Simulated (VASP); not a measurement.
## Ni: relaxation of cell and atoms with PBEsol

The system is Ni.

```
CELL_PARAMETERS angstrom
0.00000 1.76194 1.76194
1.76194 0.00000 1.76194
1.76194 1.76194 0.00000
ATOMIC_POSITIONS crystal
Ni 0.00000 0.00000 0.00000
```

```yaml
Program: VASP 6.6.1
Task: relaxation of cell and atoms
Functional: PBEsol
Potentials_or_basis: VASP PAW PBE potentials, release 64 (Ni)
Cutoff: 600 eV
k_mesh: 16 × 16 × 16
Occupations: fermi-dirac, width 0.05 eV
Spin: collinear spin, ferromagnetic start
Starting_moments: "[1.5] μB"
Dipole_correction: no
Further_INCAR_settings: ALGO = Normal; EDIFF = 1e-06; IBRION = 2; EDIFFG = -0.002; NSW = 100; ISIF = 3
```

| Property | Result |
| --- | --- |
| Relaxed volume | 10.37 Å³/atom |
| Relaxed cell | a = 2.447 Å, b = 2.447 Å, c = 2.447 Å, α = 60.00°, β = 60.00°, γ = 60.00° |
| Space group after relaxing (to 0.05 Å) | Fm-3m (No. 225) |
| Energy gained by relaxing | 20.3 meV/atom |
| Ionic steps | 6 |
| Pressure after relaxing | 0.0 GPa |
| Net moment | 0.59 μB per cell |
| Site moments | Ni +0.59 μB |
| Valence electrons inside the program's atomic spheres | Ni 9.40 |

Step by step:
```
step  energy change (eV)  largest force (eV/Å)  pressure (GPa)  volume (Å³)
   1              0.0000                0.0000          -10.73        10.94
   2              0.0025                0.0000           14.16         9.82
   3             -0.0203                0.0000           -0.11        10.37
   4             -0.0203                0.0000            0.13        10.36
   5             -0.0203                0.0000           -0.06        10.37
   6             -0.0203                0.0000           -0.02        10.37
```

Final structure:
```yaml
crystal:
  lattice:
    - [0.00000, 1.73064, 1.73064]
    - [1.73064, 0.00000, 1.73064]
    - [1.73064, 1.73064, 0.00000]
  atoms:
    - { symbol: Ni, position: [0.00000, 0.00000, 0.00000] }
```

Levels at points of the mesh, in eV from the Fermi level:
Spin up:
```csv
k point,band 2,band 3,band 4,band 5,band 6,band 7,band 8,band 9
"(0.00, 0.00, 0.00)",-2.53,-2.53,-2.53,-1.28,-1.28,24.11,28.33,28.33
"(0.50, 0.00, 0.00)",-2.52,-2.52,-0.55,-0.55,-0.43,6.01,22.58,25.47
"(0.50, 0.50, 0.00)",-4.44,-0.51,-0.40,-0.40,2.42,9.64,15.22,15.22
```
Spin down:
```tsv
k point	band 1	band 2	band 3	band 4	band 5	band 6	band 7	band 8	band 9	band 10
(0.00, 0.00, 0.00)	-9.41	-1.85	-1.85	-1.85	-0.70	-0.70	24.00	28.32	28.32	28.32
(0.50, 0.00, 0.00)	-4.71	-1.94	-1.94	-0.46	0.15	0.15	6.41	22.47	25.55	25.55
(0.50, 0.50, 0.00)	-4.61	-3.88	0.09	0.38	0.38	2.41	9.90	15.25	15.25	20.51
```

It took 52 s on 1 thread of Intel(R) Xeon(R) 6975P-C (Granite Rapids), with other jobs on the host, peak memory 0.16 GiB.

Caveat: the PAW data sets were made with another functional, which shifts forces and pressure a little.
